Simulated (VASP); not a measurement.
# BaTiO3 (Pm-3m) in VASP: further runs

BaTiO3 is run at these levels: r2SCAN; tasks: single point.

Everything below comes from runs of VASP 6.6.1. Logs are shortened: lines on timing, memory, paths and dates and some standing lists are left out, and cuts for length are marked.

## Step 1: The cell of the first run

The structure is cubic, space group Pm-3m (No. 221). Conventional cell: a = 3.994 Å, b = 3.994 Å, c = 3.994 Å, α = 90.00°, β = 90.00°, γ = 90.00°. Ba (site symmetry m-3m) has 12 O at 2.82 Å and 8 Ti at 3.46 Å within 3.7 Å. Within 2.6 Å of Ti (site symmetry m-3m) lie 6 O at 2.00 Å. Within 2.6 Å of O (site symmetry 4/mmm) lie 2 Ti at 2.00 Å.

## Step 2: Single point, r2SCAN

File POSCAR:

```
BaTiO3
1.0
    3.9940382582      0.0000000000      0.0000000000
    0.0000000000      3.9940382582      0.0000000000
    0.0000000000      0.0000000000      3.9940382582
Ba Ti O
1 1 3
Direct
    0.5000000000      0.5000000000      0.5000000000
    0.0000000000      0.0000000000      0.0000000000
    0.5000000000      0.0000000000      0.0000000000
    0.0000000000      0.5000000000      0.0000000000
    0.0000000000      0.0000000000      0.5000000000
```

File INCAR.step1:

```
  PREC = Accurate
  ENCUT = 520
  ISMEAR = 0
  SIGMA = 0.05
  LREAL = F
  LASPH = T
  NELM = 60
  NBANDS = 28
  GGA = PE
  ALGO = Normal
  EDIFF = 1E-4
  LWAVE = T
  LCHARG = F
```

File INCAR.step2:

```
  PREC = Accurate
  ENCUT = 520
  EDIFF = 1E-7
  ISMEAR = 0
  SIGMA = 0.05
  LREAL = F
  LASPH = T
  NELM = 60
  ALGO = Normal
  ISIF = 2
  LWAVE = F
  LCHARG = F
  METAGGA = R2SCAN
  LMIXTAU = T
  NBANDS = 28
  ISTART = 1
```

File KPOINTS:

```
regular mesh
0
Gamma
  8 8 8
```

Potentials or basis: VASP PAW PBE potentials, release 64 (Ba_sv, Ti_sv, O).

On the command line:

```
$ cat potpaw_PBE.64/Ba_sv/POTCAR potpaw_PBE.64/Ti_sv/POTCAR potpaw_PBE.64/O/POTCAR > POTCAR
$ cp INCAR.step1 INCAR
$ mpirun -np 1 vasp_std > vasp.out
$ cp INCAR.step2 INCAR
$ mpirun -np 1 vasp_std > vasp.out
```

OUTCAR:

```text
PREC = Accurate
   ENCUT = 520
   EDIFF = 1E-7
   ISMEAR = 0
   LREAL = F
   LASPH = T
   NELM = 60
   ISIF = 2
   METAGGA = R2SCAN
   ISTART = 1

 ion  position               nearest neighbor table
   1  0.500  0.500  0.500-   3 2.82   4 2.82   5 2.82   3 2.82   4 2.82   3 2.82   5 2.82   3 2.82
                             4 2.82   5 2.82   4 2.82   5 2.82   2 3.46   2 3.46   2 3.46   2 3.46
   2  0.000  0.000  0.000-   3 2.00   4 2.00   5 2.00   5 2.00   4 2.00   3 2.00   1 3.46   1 3.46
                             1 3.46   1 3.46   1 3.46   1 3.46   1 3.46   1 3.46
   3  0.500  0.000  0.000-   2 2.00   2 2.00   1 2.82   1 2.82   1 2.82   1 2.82
   4  0.000  0.500  0.000-   2 2.00   2 2.00   1 2.82   1 2.82   1 2.82   1 2.82
   5  0.000  0.000  0.500-   2 2.00   2 2.00   1 2.82   1 2.82   1 2.82   1 2.82

  LATTYP: Found a simple cubic cell.
 ALAT       =     3.9940382582

  Lattice vectors:

 A1 = (   3.9940382582,   0.0000000000,   0.0000000000)
 A2 = (   0.0000000000,   3.9940382582,   0.0000000000)
 A3 = (   0.0000000000,   0.0000000000,   3.9940382582)

Analysis of symmetry for initial positions (statically):
=====================================================================
 Subroutine PRICEL returns:
 Original cell was already a primitive cell.

 Routine SETGRP: Setting up the symmetry group for a
 simple cubic supercell.

 Subroutine GETGRP returns: Found 48 space group operations
 (whereof 48 operations were pure point group operations)
 out of a pool of 48 trial point group operations.

The static configuration has the point symmetry O_h .

Analysis of symmetry for dynamics (positions and initial velocities):
=====================================================================
 Subroutine PRICEL returns:
 Original cell was already a primitive cell.

 Routine SETGRP: Setting up the symmetry group for a
 simple cubic supercell.

 Subroutine GETGRP returns: Found 48 space group operations
 (whereof 48 operations were pure point group operations)
 out of a pool of 48 trial point group operations.

The dynamic configuration has the point symmetry O_h .

 Subroutine INISYM returns: Found 48 space group operations
 (whereof 48 operations are pure point group operations),
 and found     1 'primitive' translations

----------------------------------------------------------------------------------------

                                     Primitive cell

  volume of cell :      63.7143

  direct lattice vectors                    reciprocal lattice vectors
     3.994038258  0.000000000  0.000000000     0.250373165  0.000000000  0.000000000
     0.000000000  3.994038258  0.000000000     0.000000000  0.250373165  0.000000000
     0.000000000  0.000000000  3.994038258     0.000000000  0.000000000  0.250373165

  length of vectors
     3.994038258  3.994038258  3.994038258     0.250373165  0.250373165  0.250373165

  position of ions in fractional coordinates (direct lattice)
     0.500000000  0.500000000  0.500000000
     0.000000000  0.000000000  0.000000000
     0.500000000  0.000000000  0.000000000
     0.000000000  0.500000000  0.000000000
     0.000000000  0.000000000  0.500000000

  ion indices of the primitive-cell ions
   primitive index   ion index
                 1           1
                 2           2
                 3           3
                 4           4
                 5           5

----------------------------------------------------------------------------------------

 KPOINTS: regular mesh

Automatic generation of k-mesh.
 Grid dimensions read from file:
 generate k-points for:    8    8    8

 Generating k-lattice:

  Cartesian coordinates                     Fractional coordinates (reciprocal lattice)
     0.031296646  0.000000000  0.000000000     0.125000000  0.000000000  0.000000000
     0.000000000  0.031296646  0.000000000     0.000000000  0.125000000  0.000000000
     0.000000000  0.000000000  0.031296646     0.000000000  0.000000000  0.125000000

  Length of vectors
     0.031296646  0.031296646  0.031296646

  Shift w.r.t. Gamma in fractional coordinates (k-lattice)
     0.000000000  0.000000000  0.000000000

 Subroutine IBZKPT returns following result:
 ===========================================

 Found     35 irreducible k-points:

 Following reciprocal coordinates:
            Coordinates               Weight
  0.000000  0.000000  0.000000      1.000000
  0.125000  0.000000  0.000000      6.000000
  0.250000  0.000000  0.000000      6.000000
  0.375000  0.000000  0.000000      6.000000
  0.500000  0.000000  0.000000      3.000000
  0.125000  0.125000  0.000000     12.000000
[... 16 lines left out ...]
  0.375000  0.375000  0.125000     24.000000
  0.500000  0.375000  0.125000     24.000000
 [... further k-points ...]
   k-points           NKPTS =     35   k-points in BZ     NKDIM =     35   number of bands    NBANDS=     28
   number of dos      NEDOS =    301   number of ions     NIONS =      5
   total plane-waves  NPLWV =  27000
   dimension x,y,z NGX =    30 NGY =   30 NGZ =   30
   dimension x,y,z NGXF=    60 NGYF=   60 NGZF=   60
   ions per type =               1   1   3
   NGX,Y,Z   is equivalent  to a cutoff of  12.49, 12.49, 12.49 a.u.
   NGXF,Y,Z  is equivalent  to a cutoff of  24.97, 24.97, 24.97 a.u.
 SYSTEM =  unknown system
   PREC   = accura    normal or accurate (medium, high low for compatibility)
   ISTART =      1    job   : 0-new  1-cont  2-samecut
   ICHARG =      0    charge: 1-file 2-atom 10-const
   ISPIN  =      1    spin polarized calculation?
   LNONCOLLINEAR =      F non collinear calculations
   LSORBIT =      F    spin-orbit coupling
   LASPH  =      T    aspherical Exc in radial PAW
   ENCUT  =  520.0 eV  38.22 Ry    6.18 a.u.   7.43  7.43  7.43*2*pi/ulx,y,z
   NELM   =     60;   NELMIN=  2; NELMDL=  0     # of ELM steps
   EDIFF  = 0.1E-06   stopping-criterion for ELM
   LREAL  =      F    real-space projection
   EDIFFG = 0.1E-05   stopping-criterion for IOM
   NSW    =      0    number of steps for IOM
   IBRION =     -1    ionic relax: 0-MD 1-quasi-New 2-CG
   NFREE  =      0    steps in history (QN), initial steepest desc. (CG)
   ISIF   =      2    stress and relaxation
   ISYM   =      2    0-nonsym 1-usesym 2-fastsym
   POTIM  = 0.5000    time-step for ionic-motion
   TEBEG  =    0.0;   TEEND  =   0.0 temperature during run
   PSTRESS=    0.0 pullay stress
   NELECT =      40.0000    total number of electrons
   NUPDOWN=      -1.0000    fix difference up-down
   EMIN   =  10.00;   EMAX   =-10.00  energy-range for DOS
   EFERMI =   0.00;   METHOD = LEGACY
   ISMEAR =     0;   SIGMA  =   0.05  broadening in eV -4-tet -1-fermi 0-gaus
   EFERMI_NEDOS =   21; number of points for ismear=-14 and -15
   IALGO  =     38    algorithm
   IMIX   =      4    mixing-type and parameters
     AMIX     =   0.40;   BMIX     =  1.00
     AMIX_MAG =   1.60;   BMIX_MAG =  1.00
  volume/ion in A,a.u.               =      12.74        85.99
  Fermi-wavevector in a.u.,A,eV,Ry     =   1.401789  2.648997 26.735612  1.965012
  Thomas-Fermi vector in A             =   2.524615
   LORBIT       =      0    0 simple, 1 ext, 2 COOP (PROOUT), +10 PAW based schemes
   METAGGA = R2SCAN    functional components
   LHFCALC =     F    Hartree Fock is set to
   AEXX    =    0.0000 exact exchange contribution
   IVDW    =     0    specifies the selected vdW correction
   LEPSILON=     F    determine dielectric tensor
   LRPA    =     F    only Hartree local field effects (RPA)
 non-spin polarized calculation
 Gauss-broadening in eV      SIGMA  =   0.05
  energy-cutoff  :      520.00
  volume of cell :       63.71
 maximum number of plane-waves:      1747
 NGX is ok and might be reduce to    30
   NGX = 15   NGY = 15   NGZ = 15

 number of electron      39.9999976 magnetization

 Free energy of the ion-electron system (eV)
  ---------------------------------------------------
  ext. energy  EPLUGINS =         0.00000000
  ---------------------------------------------------
  free energy    TOTEN  =       -74.23045247 eV

  energy without entropy =      -74.23045247  energy(sigma->0) =      -74.23045247

 E-fermi :   3.9696     XC(G=0): -11.9555

 val. band max:        3.5810516339   @ k =   0.5000   0.5000   0.5000
 cond. band min:       5.7309543111   @ k =   0.0000   0.0000   0.0000
 fundamental gap:      2.1499026772
 Fermi energy:         3.9696367198

 k-point     1 :       0.0000    0.0000    0.0000
  band No.  band energies     occupation
      1     -55.2709      2.00000
      2     -30.4328      2.00000
      3     -30.4328      2.00000
      4     -30.4328      2.00000
      5     -21.8753      2.00000
      6     -14.2937      2.00000
[... 20 lines left out ...]
     27       9.1908      0.00000
     28      11.9658      0.00000

 k-point     2 :       0.1250    0.0000    0.0000
  band No.  band energies     occupation
      1     -55.2707      2.00000
      2     -30.4416      2.00000
      3     -30.4325      2.00000
      4     -30.4325      2.00000
      5     -21.8561      2.00000
      6     -14.3023      2.00000
[... 20 lines left out ...]
     27       9.5097      0.00000
     28      12.3425      0.00000

 k-point     3 :       0.2500    0.0000    0.0000
  band No.  band energies     occupation
      1     -55.2703      2.00000
      2     -30.4628      2.00000
      3     -30.4318      2.00000
      4     -30.4318      2.00000
      5     -21.8092      2.00000
      6     -14.3725      2.00000
[... 20 lines left out ...]
     27      10.3559      0.00000
     28      12.6555      0.00000

 k-point     4 :       0.3750    0.0000    0.0000
  band No.  band energies     occupation
      1     -55.2699      2.00000
      2     -30.4839      2.00000
      3     -30.4310      2.00000
      4     -30.4310      2.00000
      5     -21.7611      2.00000
      6     -14.4832      2.00000
[... 578 lines left out ...]
     27      12.6549      0.00000
     28      12.8468      0.00000

 k-point    23 :       0.3750    0.3750    0.1250
  band No.  band energies     occupation
      1     -55.2687      2.00000
      2     -30.4809      2.00000
      3     -30.4805      2.00000
      4     -30.4379      2.00000
      5     -21.6722      2.00000
      6     -14.0485      2.00000
[... 20 lines left out ...]
     27      12.5649      0.00000
     28      13.1872      0.00000

 k-point    24 :       0.5000    0.3750    0.1250
  band No.  band energies     occupation
      1     -55.2686      2.00000
      2     -30.4892      2.00000
      3     -30.4803      2.00000
      4     -30.4376      2.00000
      5     -21.6589      2.00000
      6     -13.9989      2.00000
[... 20 lines left out ...]
     27      12.4290      0.00000
     28      13.3389      0.00000

 [... further k-points ...]

------------------------ aborting loop because EDIFF is reached ----------------------------------------

  FORCE on cell =-STRESS in cart. coord.  units (eV):
  Direction    XX          YY          ZZ          XY          YZ          ZX
  --------------------------------------------------------------------------------------
  -------------------------------------------------------------------------------------
  Total        0.8009838      0.8009838      0.8009838     -0.0000000     -0.0000000     -0.0000000
  in kB       20.1417699     20.1417699     20.1417699     -0.0000000     -0.0000000     -0.0000000
  external PRESSURE =      20.1417699 kB  Pullay stress =       0.0000000 kB

 VOLUME and BASIS-vectors are now :
 -----------------------------------------------------------------------------
  energy-cutoff  :      520.00
  volume of cell :       63.71
      direct lattice vectors                 reciprocal lattice vectors
     3.994038258  0.000000000  0.000000000     0.250373165  0.000000000  0.000000000
     0.000000000  3.994038258  0.000000000     0.000000000  0.250373165  0.000000000
     0.000000000  0.000000000  3.994038258     0.000000000  0.000000000  0.250373165

 POSITION                                       TOTAL-FORCE (eV/Angst)
 -----------------------------------------------------------------------------------
      1.99702      1.99702      1.99702         0.000000      0.000000      0.000000
      0.00000      0.00000      0.00000         0.000000      0.000000      0.000000
      1.99702      0.00000      0.00000         0.000000      0.000000      0.000000
      0.00000      1.99702      0.00000         0.000000      0.000000      0.000000
      0.00000      0.00000      1.99702         0.000000      0.000000      0.000000
 -----------------------------------------------------------------------------------
    total drift:                                0.000000     -0.000000      0.000000

  FREE ENERGIE OF THE ION-ELECTRON SYSTEM (eV)
  ---------------------------------------------------
  free  energy   TOTEN  =       -74.2304524734 eV

  energy  without entropy=      -74.2304524734  energy(sigma->0) =      -74.23045247
```

Wall time 11 min (1 thread of Intel Xeon 8259CL, shared host); peak memory 0.22 GiB.

Results:

* Free energy: -74.2305 eV
* Pressure: 2.0 GPa
* Band gap on the k mesh: 2.15 eV (least direct gap 2.30 eV)

Caveat: the PAW data sets were made with another functional, which shifts forces and pressure a little; spin-orbit coupling is left out, which moves the levels of the heavy elements.

## Step 3: Single point, r2SCAN

POSCAR is that of step 2.

File INCAR.step1:

```
SYSTEM = BaTiO3
PREC = Accurate ; ENCUT = 520
ISMEAR = 0 ; SIGMA = 0.05
LREAL = .False. ; LASPH = .True.
NELM = 80 ; NBANDS = 28
GGA = PE ; ALGO = Normal
EDIFF = 1E-4 ; LWAVE = .True.
LCHARG = .False.
```

File INCAR.step2:

```
SYSTEM = BaTiO3
PREC = Accurate ; ENCUT = 520
EDIFF = 1E-6 ; ISMEAR = 0
SIGMA = 0.05 ; LREAL = .False.
LASPH = .True. ; NELM = 80
ALGO = Normal ; ISIF = 2
LWAVE = .False. ; LCHARG = .False.
METAGGA = R2SCAN ; LMIXTAU = .True.
NBANDS = 28 ; ISTART = 1
```

File KPOINTS:

```
regular mesh
0
Gamma
  8 8 8
  0 0 0
```

Potentials or basis: VASP PAW PBE potentials, release 64 (Ba_sv, Ti_sv, O).

On the command line:

```
$ cat potpaw_PBE.64/Ba_sv/POTCAR potpaw_PBE.64/Ti_sv/POTCAR potpaw_PBE.64/O/POTCAR > POTCAR
$ cp INCAR.step1 INCAR
$ mpirun -np 1 vasp_std > vasp.out
$ cp INCAR.step2 INCAR
$ mpirun -np 1 vasp_std > vasp.out
```

Run time: 9.2 min. Hardware: 1 thread of Intel Xeon 8259CL, shared host; peak memory 0.22 GiB.

Results (log left out):

```yaml
Free_energy: -74.2304 eV
Pressure: 2.0 GPa
Band_gap_on_the_k_mesh: 2.15 eV (least direct gap 2.30 eV)
```

Levels at points of the mesh, in eV from the valence-band top:
```
           k point  band 16  band 17  band 18  band 19  band 20  band 21  band 22  band 23  band 24  band 25
(0.00, 0.00, 0.00)    -1.13    -1.13    -0.15    -0.15    -0.15     2.15     2.15     2.15     4.21     4.21
(0.50, 0.00, 0.00)    -1.94    -1.83    -1.83    -0.75    -0.75     2.30     3.88     3.88     4.22     6.37
(0.50, 0.50, 0.00)    -2.71    -1.78    -0.88    -0.88    -0.09     3.89     3.89     4.34     5.14     8.17
(0.50, 0.50, 0.50)    -2.42    -2.42     0.00     0.00     0.00     4.59     4.59     4.59     7.44     7.44
```

Caveat: the PAW data sets were made with another functional, which shifts forces and pressure a little; spin-orbit coupling is left out, which moves the levels of the heavy elements. r2SCAN opens gaps a little over a GGA but as a rule still falls short of measured ones.
